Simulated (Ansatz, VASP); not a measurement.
Two plane-wave programs on Cu

```xyz
1
Lattice="-1.4733 1.4733 1.4511 1.4733 -1.4733 1.4511 1.4733 1.4733 -1.4511" Properties=species:S:1:pos:R:3 pbc="T T T"
Cu    0.0000    0.0000    0.0000
```

Alike in both runs: task single point; functional PBE; k mesh 22 × 22 × 22; occupations gaussian, width 0.15 eV; no spin polarisation.

|  | VASP | Ansatz |
| --- | --- | --- |
| version | VASP 6.6.1 | Ansatz 0.2.0 |
| potentials or method | VASP PAW PBE potentials, release 64 (Cu), cutoff 520 eV | scalar-relativistic, plane waves, PAW |
| valence electrons in the cell | 11 | 19 |

VASP gave:

| Property | Result |
| --- | --- |
| gap on the k mesh at the Fermi level (eV) | none |
| pressure (GPa) | -5.5 |
| traceless stress, the component that is largest in VASP (GPa) | -0.18 |

Problem. What did Ansatz give for the same quantities?

Solution. gap on the k mesh at the Fermi level (eV): none; pressure (GPa): -6.0; traceless stress, the component that is largest in VASP (GPa): -0.18.

A gap of «none» marks a metal or a gap that the smearing closes. VASP's potentials hold 11 valence electrons a cell and Ansatz's 19, so a difference there can come from the potentials and not from the codes.
